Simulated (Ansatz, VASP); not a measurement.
SnSe2: VASP beside Ansatz

Contents of INCAR:

```
PREC     = Accurate       # precision mode
ENCUT    = 520            # plane-wave cutoff, eV
EDIFF    = 1E-6           # SCF threshold, eV
ISMEAR   = 0              # smearing method
SIGMA    = 0.05           # smearing width, eV
LREAL    = F              # projectors in reciprocal space
LASPH    = T              # aspherical terms in the spheres
NELM     = 60             # most SCF steps
ALGO     = Normal         # electronic algorithm
ISIF     = 2              # what is computed and relaxed
LWAVE    = F              # write WAVECAR
LCHARG   = T              # write CHGCAR
LDIPOL   = T            
IDIPOL   = 3            
DIPOL    = 0.5 0.5 0.447
GGA      = PE             # functional
IVDW     = 12             # dispersion correction
LELF     = T              # ELF
LVHAR    = T            
LVACPOTAV= T            
NBANDS   = 64             # bands
```

Contents of KPOINTS:

```
Automatic mesh
0
Gamma
  3 3 1
```

Contents of POSCAR:

```
SnSe2
1.0
    7.6780971922      0.0000000000      0.0000000000
   -3.8390485961      6.6494272212      0.0000000000
    0.0000000000      0.0000000000     21.4603039997
Se Sn
8 4
Direct
    0.3333333333      0.1666666667      0.3727812989
    0.3333333333      0.6666666667      0.3727812989
    0.8333333333      0.1666666667      0.3727812989
    0.8333333333      0.6666666667      0.3727812989
    0.1669810563      0.3337073922      0.5213607481
    0.1659558842      0.8334601997      0.5213214994
    0.6666303064      0.3333393230      0.5213467495
    0.6673097934      0.8336773813      0.5213850890
    0.0001309908      0.0002693645      0.4470812584
    0.0000010470      0.5000575966      0.4470404096
    0.4998853993     -0.0001581025      0.4471234467
    0.5001918876      0.5001794743      0.4470052105
```

Input for Ansatz:

```yaml
crystal:
  lattice:
    - [7.6780971922, 0.0, 0.0]
    - [-3.8390485961, 6.6494272212, 0.0]
    - [0.0, 0.0, 21.4603039997]
  atoms:
    - { symbol: Se, position: [0.3333333333, 0.1666666667, 0.3727812989] }
    - { symbol: Se, position: [0.3333333333, 0.6666666667, 0.3727812989] }
    - { symbol: Se, position: [0.8333333333, 0.1666666667, 0.3727812989] }
    - { symbol: Se, position: [0.8333333333, 0.6666666667, 0.3727812989] }
    - { symbol: Sn, position: [0.0001309908, 0.0002693645, 0.4470812584] }
    - { symbol: Sn, position: [1.047e-06, 0.5000575966, 0.4470404096] }
    - { symbol: Sn, position: [0.4998853993, -0.0001581025, 0.4471234467] }
    - { symbol: Sn, position: [0.5001918876, 0.5001794743, 0.4470052105] }
    - { symbol: Se, position: [0.1669810563, 0.3337073922, 0.5213607481] }
    - { symbol: Se, position: [0.1659558842, 0.8334601997, 0.5213214994] }
    - { symbol: Se, position: [0.6666303064, 0.333339323, 0.5213467495] }
    - { symbol: Se, position: [0.6673097934, 0.8336773813, 0.521385089] }
basis:
  ecutwfc: 420
kpoints:
  mp_grid: { grid: [3, 3, 1] }
hamiltonian:
  xc: pbe
  dispersion: d3bj
scf:
  occupations: { method: gaussian, width: 0.05 }
output:
  forces: true
  eigenvalues: true
  write_density: true
  volumetric_format: npy
efield:
  axis: 3
  dipole_correction: true
  ramp_width: 0.04
```

Alike in both runs: task single point; functional PBE; dispersion D3(BJ); k mesh 3 × 3 × 1; occupations gaussian, width 0.05 eV; no spin polarisation.

|  | VASP | Ansatz |
| --- | --- | --- |
| version | VASP 6.6.1 | Ansatz 0.2.0 |
| potentials or method | VASP PAW PBE potentials, release 64 (Se, Sn_d), cutoff 520 eV | scalar-relativistic, plane waves, PAW |
| valence electrons in the cell | 104 | 184 |

```tsv
	VASP	Ansatz	Ansatz less VASP
gap on the k mesh at the Fermi level (eV)	0.79	0.79	+0.003
least direct gap on the mesh (eV)	0.86	0.86	+0.003
rms of the force components (eV/Å)	0.012	0.008	-0.0041
```

VASP's potentials hold 104 valence electrons a cell and Ansatz's 184, so a difference there can come from the potentials and not from the codes.
